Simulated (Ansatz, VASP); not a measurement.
## CrN2 in VASP and in Ansatz

```
Cr N
1.0
     0.00000    2.93984    2.93984
     2.93984    0.00000    2.93984
     2.93984    2.93984    0.00000
Cr N
2 4
Direct
  0.00000 0.00000 0.00000
  0.25000 0.25000 0.25000
  0.62500 0.62500 0.62500
  0.12500 0.62500 0.62500
  0.62500 0.62500 0.12500
  0.62500 0.12500 0.62500
```

Alike in both runs: functional PBE; k mesh 6 × 6 × 6; occupations gaussian, width 0.1 eV; collinear spin.

Ansatz relaxed the structure, and its values are those at the end. VASP's run is a single point on that final structure, the one shown.

|  | VASP | Ansatz |
| --- | --- | --- |
| version | VASP 6.6.1 | Ansatz 0.2.0 |
| potentials or method | VASP PAW PBE potentials, release 64 (Cr_pv, N), cutoff 520 eV | scalar-relativistic, plane waves, PAW |
| valence electrons in the cell | 44 | 48 |

```csv
,VASP,Ansatz,Ansatz less VASP
gap on the k mesh at the Fermi level (eV),none,none,-
pressure (GPa),-0.2,-0.3,-0.13
net moment per atom (μB),0.52,0.51,-0.010
size of the moment on the site where the two differ most (μB),1.69,1.57,-0.122
```

Site moments also hang on the region over which each program counts them. A gap of «none» marks a metal or a gap that the smearing closes. VASP's potentials hold 44 valence electrons a cell and Ansatz's 48, so a difference there can come from the potentials and not from the codes.
